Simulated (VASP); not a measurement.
# Te2Pb3Se (P-3m1) in VASP: further runs

Te2Pb3Se is run at these levels: PBE, PBEsol; tasks: single point.

All numbers are computed with VASP 6.6.1; they aren't measurements. Logs are shortened: lines on timing, memory, paths and dates and some standing lists are left out, and cuts for length are marked.

### 1 The cell of the first run

Symmetry: P-3m1, No. 164, trigonal system. Conventional cell: a = 4.560 Å, b = 4.560 Å, c = 11.172 Å, α = 90.00°, β = 90.00°, γ = 120.00°. Within 4.3 Å of Te (site symmetry 3m) lie 6 Pb at 3.27 Å. Pb (site symmetry 3m) has 3 Se at 3.14 Å and 3 Te at 3.27 Å within 4.1 Å. Within 4.3 Å of Pb (site symmetry -3m) lie 6 Te at 3.27 Å. Within 4.1 Å of Se (site symmetry -3m) lie 6 Pb at 3.14 Å.

### 2 Single point, PBE

Contents of INCAR:

```
SYSTEM = Te2Pb3Se
PREC = Accurate
ENCUT = 520
EDIFF = 1E-7
ISMEAR = 0
SIGMA = 0.02
LREAL = .False.
LASPH = .True.
NELM = 60
ALGO = Normal
ISIF = 2
LWAVE = .False.
LCHARG = .False.
GGA = PE
NBANDS = 39
```

Contents of KPOINTS:

```
Automatic mesh
0
Gamma
  6 6 4
  0 0 0
```

Contents of POSCAR:

```
Te2Pb3Se
1.0
    4.5602558890      0.0000000000      0.0000000000
   -2.2801279445      3.9492974476      0.0000000000
    0.0000000000      0.0000000000     11.1720650825
Te Pb Se
2 3 1
Direct
    0.3333333333      0.6666666667      0.6733831135
    0.6666666667      0.3333333333      0.3266168865
    0.6666666667      0.3333333333      0.8473269858
    0.0000000000      0.0000000000      0.5000000000
    0.3333333333      0.6666666667      0.1526730142
    0.0000000000      0.0000000000      0.0000000000
```

Potentials or basis: VASP PAW PBE potentials, release 64 (Te, Pb_d, Se).

The run is started by

```
$ cat potpaw_PBE.64/Te/POTCAR potpaw_PBE.64/Pb_d/POTCAR potpaw_PBE.64/Se/POTCAR > POTCAR
$ mpirun -np 1 vasp_std > vasp.out
```

OUTCAR:

```text
SYSTEM = Te2Pb3Se
   PREC = Accurate
   ENCUT = 520
   EDIFF = 1E-7
   ISMEAR = 0
   LREAL = .False.
   LASPH = .True.
   NELM = 60
   ISIF = 2
   GGA = PE

 ion  position               nearest neighbor table
   1  0.333  0.667  0.673-   4 3.27   4 3.27   4 3.27   3 3.27   3 3.27   3 3.27
   2  0.667  0.333  0.327-   4 3.27   4 3.27   4 3.27   5 3.27   5 3.27   5 3.27
   3  0.667  0.333  0.847-   6 3.14   6 3.14   6 3.14   1 3.27   1 3.27   1 3.27
   4  0.000  0.000  0.500-   1 3.27   2 3.27   1 3.27   2 3.27   2 3.27   1 3.27
   5  0.333  0.667  0.153-   6 3.14   6 3.14   6 3.14   2 3.27   2 3.27   2 3.27
   6  0.000  0.000  0.000-   3 3.14   5 3.14   5 3.14   3 3.14   3 3.14   5 3.14

  LATTYP: Found a hexagonal cell.
 ALAT       =     4.5602558890
 C/A-ratio  =     2.4498767952

  Lattice vectors:

 A1 = (   4.5602558890,   0.0000000000,   0.0000000000)
 A2 = (  -2.2801279445,   3.9492974476,   0.0000000000)
 A3 = (   0.0000000000,   0.0000000000,  11.1720650825)

Analysis of symmetry for initial positions (statically):
=====================================================================
 Subroutine PRICEL returns:
 Original cell was already a primitive cell.

 Routine SETGRP: Setting up the symmetry group for a
 hexagonal supercell.

 Subroutine GETGRP returns: Found 12 space group operations
 (whereof 12 operations were pure point group operations)
 out of a pool of 24 trial point group operations.

The static configuration has the point symmetry D_3d.

Analysis of symmetry for dynamics (positions and initial velocities):
=====================================================================
 Subroutine PRICEL returns:
 Original cell was already a primitive cell.

 Routine SETGRP: Setting up the symmetry group for a
 hexagonal supercell.

 Subroutine GETGRP returns: Found 12 space group operations
 (whereof 12 operations were pure point group operations)
 out of a pool of 24 trial point group operations.

The dynamic configuration has the point symmetry D_3d.

 Subroutine INISYM returns: Found 12 space group operations
 (whereof 12 operations are pure point group operations),
 and found     1 'primitive' translations

----------------------------------------------------------------------------------------

                                     Primitive cell

  volume of cell :     201.2067

  direct lattice vectors                    reciprocal lattice vectors
     4.560255889  0.000000000  0.000000000     0.219285940  0.126604797  0.000000000
    -2.280127944  3.949297448  0.000000000     0.000000000  0.253209593  0.000000000
     0.000000000  0.000000000 11.172065082     0.000000000  0.000000000  0.089508967

  length of vectors
     4.560255889  4.560255889 11.172065082     0.253209593  0.253209593  0.089508967

  position of ions in fractional coordinates (direct lattice)
     0.333333333  0.666666667  0.673383114
     0.666666667  0.333333333  0.326616886
     0.666666667  0.333333333  0.847326986
     0.000000000  0.000000000  0.500000000
     0.333333333  0.666666667  0.152673014
     0.000000000  0.000000000  0.000000000

  ion indices of the primitive-cell ions
   primitive index   ion index
                 1           1
                 2           2
                 3           3
                 4           4
                 5           5
                 6           6

----------------------------------------------------------------------------------------

 KPOINTS: Automatic mesh

Automatic generation of k-mesh.
 Grid dimensions read from file:
 generate k-points for:    6    6    4

 Generating k-lattice:

  Cartesian coordinates                     Fractional coordinates (reciprocal lattice)
     0.036547657  0.021100799  0.000000000     0.166666667  0.000000000  0.000000000
     0.000000000  0.042201599  0.000000000     0.000000000  0.166666667  0.000000000
     0.000000000  0.000000000  0.022377242     0.000000000  0.000000000  0.250000000

  Length of vectors
     0.042201599  0.042201599  0.022377242

  Shift w.r.t. Gamma in fractional coordinates (k-lattice)
     0.000000000  0.000000000  0.000000000

 Subroutine IBZKPT returns following result:
 ===========================================

 Found     24 irreducible k-points:

 Following reciprocal coordinates:
            Coordinates               Weight
  0.000000  0.000000  0.000000      1.000000
  0.166667  0.000000  0.000000      6.000000
  0.333333  0.000000  0.000000      6.000000
  0.500000  0.000000  0.000000      3.000000
  0.166667  0.166667  0.000000      6.000000
  0.333333  0.166667  0.000000     12.000000
[... 16 lines left out ...]
  0.333333  0.166667  0.500000     12.000000
  0.333333  0.333333  0.500000      2.000000
   k-points           NKPTS =     24   k-points in BZ     NKDIM =     24   number of bands    NBANDS=     39
   number of dos      NEDOS =    301   number of ions     NIONS =      6
   total plane-waves  NPLWV = 108864
   dimension x,y,z NGX =    36 NGY =   36 NGZ =   84
   dimension x,y,z NGXF=    72 NGYF=   72 NGZF=  168
   ions per type =               2   3   1
   NGX,Y,Z   is equivalent  to a cutoff of  13.12, 13.12, 12.50 a.u.
   NGXF,Y,Z  is equivalent  to a cutoff of  26.25, 26.25, 25.00 a.u.
 SYSTEM =  Te2Pb3Se
   PREC   = accura    normal or accurate (medium, high low for compatibility)
   ISTART =      0    job   : 0-new  1-cont  2-samecut
   ICHARG =      2    charge: 1-file 2-atom 10-const
   ISPIN  =      1    spin polarized calculation?
   LNONCOLLINEAR =      F non collinear calculations
   LSORBIT =      F    spin-orbit coupling
   LASPH  =      T    aspherical Exc in radial PAW
   ENCUT  =  520.0 eV  38.22 Ry    6.18 a.u.   8.48  8.48 20.77*2*pi/ulx,y,z
   NELM   =     60;   NELMIN=  2; NELMDL= -5     # of ELM steps
   EDIFF  = 0.1E-06   stopping-criterion for ELM
   LREAL  =      F    real-space projection
   EDIFFG = 0.1E-05   stopping-criterion for IOM
   NSW    =      0    number of steps for IOM
   IBRION =     -1    ionic relax: 0-MD 1-quasi-New 2-CG
   NFREE  =      0    steps in history (QN), initial steepest desc. (CG)
   ISIF   =      2    stress and relaxation
   ISYM   =      2    0-nonsym 1-usesym 2-fastsym
   POTIM  = 0.5000    time-step for ionic-motion
   TEBEG  =    0.0;   TEEND  =   0.0 temperature during run
   PSTRESS=    0.0 pullay stress
   NELECT =      60.0000    total number of electrons
   NUPDOWN=      -1.0000    fix difference up-down
   EMIN   =  10.00;   EMAX   =-10.00  energy-range for DOS
   EFERMI =   0.00;   METHOD = LEGACY
   ISMEAR =     0;   SIGMA  =   0.02  broadening in eV -4-tet -1-fermi 0-gaus
   EFERMI_NEDOS =   21; number of points for ismear=-14 and -15
   IALGO  =     38    algorithm
   IMIX   =      4    mixing-type and parameters
     AMIX     =   0.40;   BMIX     =  1.00
     AMIX_MAG =   1.60;   BMIX_MAG =  1.00
  volume/ion in A,a.u.               =      33.53       226.30
  Fermi-wavevector in a.u.,A,eV,Ry     =   1.093732  2.066855 16.275977  1.196251
  Thomas-Fermi vector in A             =   2.230023
   LORBIT       =      0    0 simple, 1 ext, 2 COOP (PROOUT), +10 PAW based schemes
   GGA     = PE    functional components
   LHFCALC =     F    Hartree Fock is set to
   AEXX    =    0.0000 exact exchange contribution
   IVDW    =     0    specifies the selected vdW correction
   LEPSILON=     F    determine dielectric tensor
   LRPA    =     F    only Hartree local field effects (RPA)
 non-spin polarized calculation
 Gauss-broadening in eV      SIGMA  =   0.02
  energy-cutoff  :      520.00
  volume of cell :      201.21
 maximum number of plane-waves:      5460
 NGX is ok and might be reduce to    36
   NGX = 17   NGY = 17   NGZ = 41

 number of electron      60.0000004 magnetization

 Free energy of the ion-electron system (eV)
  ---------------------------------------------------
  ext. energy  EPLUGINS =         0.00000000
  ---------------------------------------------------
  free energy    TOTEN  =       -23.20693191 eV

  energy without entropy =      -23.20693191  energy(sigma->0) =      -23.20693191

 E-fermi :   4.9673     XC(G=0):  -9.1676

 val. band max:        4.8710256452   @ k =   0.0000   0.0000   0.5000
 cond. band min:       5.5612560404   @ k =   0.5000   0.0000   0.5000
 fundamental gap:      0.6902303952
 Fermi energy:         4.9672971525

 k-point     1 :       0.0000    0.0000    0.0000
  band No.  band energies     occupation
      1     -11.8232      2.00000
      2     -11.8232      2.00000
      3     -11.8152      2.00000
      4     -11.8152      2.00000
      5     -11.8128      2.00000
      6     -11.8116      2.00000
[... 31 lines left out ...]
     38       9.0945      0.00000
     39       9.1111      0.00000

 k-point     2 :       0.1667    0.0000    0.0000
  band No.  band energies     occupation
      1     -11.8352      2.00000
      2     -11.8216      2.00000
      3     -11.8203      2.00000
      4     -11.8138      2.00000
      5     -11.8136      2.00000
      6     -11.8100      2.00000
[... 31 lines left out ...]
     38       8.6463      0.00000
     39       9.0061      0.00000

 k-point     3 :       0.3333    0.0000    0.0000
  band No.  band energies     occupation
      1     -11.8610      2.00000
      2     -11.8285      2.00000
      3     -11.8233      2.00000
      4     -11.8188      2.00000
      5     -11.8175      2.00000
      6     -11.8089      2.00000
[... 31 lines left out ...]
     38       9.5481      0.00000
     39       9.6499      0.00000

 k-point     4 :       0.5000    0.0000    0.0000
  band No.  band energies     occupation
      1     -11.8741      2.00000
      2     -11.8312      2.00000
      3     -11.8256      2.00000
      4     -11.8248      2.00000
      5     -11.8198      2.00000
      6     -11.8075      2.00000
[... 31 lines left out ...]
     38      10.1763      0.00000
     39      10.1957      0.00000
[... 754 lines left out ...]
     38       9.2852      0.00000
     39       9.5881      0.00000

 k-point    23 :       0.3333    0.1667    0.5000
  band No.  band energies     occupation
      1     -11.8638      2.00000
      2     -11.8376      2.00000
      3     -11.8305      2.00000
      4     -11.8151      2.00000
      5     -11.8146      2.00000
      6     -11.8080      2.00000
[... 31 lines left out ...]
     38       9.5665      0.00000
     39      10.3163      0.00000

 k-point    24 :       0.3333    0.3333    0.5000
  band No.  band energies     occupation
      1     -11.8620      2.00000
      2     -11.8361      2.00000
      3     -11.8361      2.00000
      4     -11.8100      2.00000
      5     -11.8095      2.00000
      6     -11.8095      2.00000
[... 31 lines left out ...]
     38       9.7351      0.00000
     39       9.7351      0.00000

------------------------ aborting loop because EDIFF is reached ----------------------------------------

  FORCE on cell =-STRESS in cart. coord.  units (eV):
  Direction    XX          YY          ZZ          XY          YZ          ZX
  --------------------------------------------------------------------------------------
  -------------------------------------------------------------------------------------
  Total       -0.0379409     -0.0379409     -0.0354596     -0.0000000     -0.0000000      0.0000000
  in kB       -0.3021170     -0.3021170     -0.2823594     -0.0000000     -0.0000000      0.0000000
  external PRESSURE =      -0.2955311 kB  Pullay stress =       0.0000000 kB

 VOLUME and BASIS-vectors are now :
 -----------------------------------------------------------------------------
  energy-cutoff  :      520.00
  volume of cell :      201.21
      direct lattice vectors                 reciprocal lattice vectors
     4.560255889  0.000000000  0.000000000     0.219285940  0.126604797  0.000000000
    -2.280127944  3.949297448  0.000000000     0.000000000  0.253209593  0.000000000
     0.000000000  0.000000000 11.172065082     0.000000000  0.000000000  0.089508967

 POSITION                                       TOTAL-FORCE (eV/Angst)
 -----------------------------------------------------------------------------------
     -0.00000      2.63286      7.52308         0.000000     -0.000000     -0.001536
      2.28013      1.31643      3.64899        -0.000000      0.000000      0.001536
      2.28013      1.31643      9.46639        -0.000000      0.000000     -0.003979
      0.00000      0.00000      5.58603        -0.000000      0.000000      0.000000
     -0.00000      2.63286      1.70567         0.000000      0.000000      0.003979
      0.00000      0.00000      0.00000        -0.000000      0.000000      0.000000
 -----------------------------------------------------------------------------------
    total drift:                               -0.000000      0.000000     -0.000000

  FREE ENERGIE OF THE ION-ELECTRON SYSTEM (eV)
  ---------------------------------------------------
  free  energy   TOTEN  =       -23.2069319146 eV

  energy  without entropy=      -23.2069319146  energy(sigma->0) =      -23.20693191
```

Wall time 3.4 min (1 thread of Intel Xeon Platinum 8124M at 3.00GHz (Skylake/Cascade Lake), shared host); peak memory 0.43 GiB.

What came out:

```yaml
Free_energy: -23.2069 eV
Pressure: 0.0 GPa
Largest_force: 0.004 eV/Å
Band_gap_on_the_k_mesh: 0.69 eV (least direct gap 0.71 eV)
```

Forces in eV/Å, atoms in the order of the input:
```
Te   0.000  0.000 -0.002
Te   0.000  0.000  0.002
Pb   0.000  0.000 -0.004
Pb   0.000  0.000  0.000
Pb   0.000  0.000  0.004
Se   0.000  0.000  0.000
```

Caveat: spin-orbit coupling is left out, which moves the levels of the heavy elements. A k mesh can miss the band edges.

### 3 Single point, PBE

Contents of INCAR:

```
  ALGO = Normal
  EDIFF = 1E-6
  ENCUT = 520
  GGA = PE
  ISIF = 2
  ISMEAR = 0
  LASPH = T
  LCHARG = F
  LREAL = F
  LWAVE = F
  NBANDS = 39
  NELM = 60
  PREC = Accurate
  SIGMA = 0.02
```

Contents of KPOINTS:

```
k-points
0
Gamma
  6 6 4
```

POSCAR is that of step 2.

Potentials or basis: VASP PAW PBE potentials, release 64 (Te, Pb_d, Se).

The run is started by

```
$ cat potpaw_PBE.64/Te/POTCAR potpaw_PBE.64/Pb_d/POTCAR potpaw_PBE.64/Se/POTCAR > POTCAR
$ mpirun -np 1 vasp_std > vasp.out
```

It took 3.1 min on 1 thread of Intel Xeon Platinum 8124M at 3.00GHz (Skylake/Cascade Lake), shared host; peak memory 0.42 GiB.

Results (log left out):

| Quantity | Value |
| --- | --- |
| Free energy | -23.2069 eV |
| Pressure | 0.0 GPa |
| Largest force | 0.004 eV/Å |
| Band gap on the k mesh | 0.69 eV (least direct gap 0.71 eV) |

Forces in eV/Å, atoms in the order of the input:
```
Te   0.000  0.000 -0.002
Te   0.000  0.000  0.002
Pb   0.000  0.000 -0.004
Pb   0.000  0.000  0.000
Pb   0.000  0.000  0.004
Se   0.000  0.000  0.000
```

Levels at points of the mesh, in eV from the valence-band top:
| k point | band 26 | band 27 | band 28 | band 29 | band 30 | band 31 | band 32 | band 33 | band 34 | band 35 |
| --- | --- | --- | --- | --- | --- | --- | --- | --- | --- | --- |
| (0.00, 0.00, 0.00) | -0.96 | -0.80 | -0.80 | -0.46 | -0.43 | 1.41 | 1.65 | 2.04 | 2.04 | 2.10 |
| (0.50, 0.00, 0.00) | -2.16 | -1.67 | -1.38 | -1.21 | -1.19 | 2.08 | 2.14 | 2.49 | 2.72 | 2.99 |
| (0.00, 0.00, 0.50) | -1.01 | -0.92 | -0.73 | -0.73 | 0.00 | 0.73 | 1.52 | 1.52 | 2.95 | 3.09 |
| (0.50, 0.00, 0.50) | -2.19 | -2.17 | -0.90 | -0.86 | -0.02 | 0.69 | 1.52 | 1.54 | 3.76 | 3.91 |

Caveat: spin-orbit coupling is left out, which moves the levels of the heavy elements.

### 4 Single point, PBEsol

Contents of INCAR:

```
PREC = Accurate ; ENCUT = 520
EDIFF = 1E-7 ; ISMEAR = 0
SIGMA = 0.02 ; LREAL = F
LASPH = T ; NELM = 100
ALGO = Normal ; ISIF = 2
LWAVE = F ; LCHARG = F
GGA = PS ; NBANDS = 39
```

Contents of KPOINTS:

```
regular mesh
0
Gamma
  6 6 4
```

POSCAR is that of step 3.

The run is started by

```
$ cat potpaw_PBE.64/Te/POTCAR potpaw_PBE.64/Pb_d/POTCAR potpaw_PBE.64/Se/POTCAR > POTCAR
$ mpirun -np 1 vasp_std > vasp.out
```

Run time: 3.7 min. Hardware: 1 thread of Intel Xeon Platinum 8124M at 3.00GHz (Skylake/Cascade Lake), shared host; peak memory 0.42 GiB.

Results (log left out):

```
Free energy            : -25.3169 eV
Pressure               : -2.4 GPa
Largest force          : 0.005 eV/Å
Band gap on the k mesh : 0.62 eV (least direct gap 0.64 eV)
```

Forces on the atoms (eV/Å):
```
Te   0.000  0.000 -0.001
Te   0.000  0.000  0.001
Pb   0.000  0.000  0.005
Pb   0.000  0.000  0.000
Pb   0.000  0.000 -0.005
Se   0.000  0.000  0.000
```

Levels at points of the mesh, in eV from the valence-band top:
```
           k point  band 26  band 27  band 28  band 29  band 30  band 31  band 32  band 33  band 34  band 35
(0.00, 0.00, 0.00)    -0.94    -0.79    -0.79    -0.46    -0.45     1.36     1.59     2.01     2.01     2.08
(0.50, 0.00, 0.00)    -2.17    -1.67    -1.38    -1.22    -1.20     2.04     2.10     2.47     2.70     2.98
(0.00, 0.00, 0.50)    -1.00    -0.91    -0.71    -0.71     0.00     0.66     1.49     1.49     2.91     3.05
(0.50, 0.00, 0.50)    -2.20    -2.17    -0.88    -0.84    -0.02     0.62     1.49     1.51     3.71     3.86
```

Caveat: the PAW data sets were made with another functional, which shifts forces and pressure a little; spin-orbit coupling is left out, which moves the levels of the heavy elements.
